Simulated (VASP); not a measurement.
Write the native input for VASP 6.6.1 that does the following.

| Quantity | Value |
| --- | --- |
| Task | single point |
| Functional | PBE |
| Potentials or basis | VASP PAW PBE potentials, release 64 (As, Ta_pv) |
| Cutoff | 520 eV |
| k mesh | 10 × 10 × 1 |
| Occupations | gaussian, width 0.1 eV |
| Spin | no spin polarisation |
| Dipole correction | yes |
| Further INCAR settings | ALGO = Normal; EDIFF = 1e-06; NBANDS = 42 |

The structure of TaAs lies in POSCAR:

```
TaAs
1.0
    3.4628971702      0.0000000000      0.0000000000
    0.0000000000      3.4628971702      0.0000000000
    0.0000000000      0.0000000000     25.7694060620
As Ta
4 4
Direct
    0.0000000000      0.0000000000      0.2918033050
    0.5000000000      0.0000000000      0.4057271377
    0.5000000000      0.5000000000      0.5192924316
    0.0000000000      0.5000000000      0.6342871106
    0.0000000000      0.5000000000      0.3664676576
    0.0000000000      0.0000000000      0.4819688527
    0.5000000000      0.0000000000      0.5950546228
    0.5000000000      0.5000000000      0.7053988820
```

These files were run (other wordings do the same):

INCAR

```
SYSTEM = TaAs
ALGO     = Normal         ! electronic algorithm
DIPOL    = 0.5 0.5 0.500
EDIFF    = 1E-6           ! SCF threshold, eV
ENCUT    = 520            ! plane-wave cutoff, eV
GGA      = PE             ! functional
IDIPOL   = 3            
ISIF     = 2              ! what is computed and relaxed
ISMEAR   = 0              ! smearing method
LASPH    = .True.         ! aspherical terms in the spheres
LCHARG   = .True.         ! write CHGCAR
LDIPOL   = .True.       
LELF     = .True.         ! ELF
LREAL    = .False.        ! projectors in reciprocal space
LVACPOTAV= .True.       
LVHAR    = .True.       
LWAVE    = .False.        ! write WAVECAR
NBANDS   = 42             ! bands
NELM     = 60             ! most SCF steps
PREC     = Accurate       ! precision mode
SIGMA    = 0.1            ! smearing width, eV
```

KPOINTS

```
k-points
0
Gamma
  10 10 1
  0 0 0
```

Potentials or basis: VASP PAW PBE potentials, release 64 (As, Ta_pv).

Run with:

```bash
$ cat potpaw_PBE.64/As/POTCAR potpaw_PBE.64/Ta_pv/POTCAR > POTCAR
$ mpirun -np 1 vasp_std > vasp.out
```

Results of the run:

| Quantity | Value |
| --- | --- |
| Largest force | 0.031 eV/Å |
| Band gap on the k mesh | zero (bands 32 and 33 overlap by 0.14 eV) |

Caveat: spin-orbit coupling is left out, which moves the levels of the heavy elements.

Wall time 37 min on 1 thread of Intel Xeon 8259CL, with other jobs on the host, peak memory 0.63 GiB.
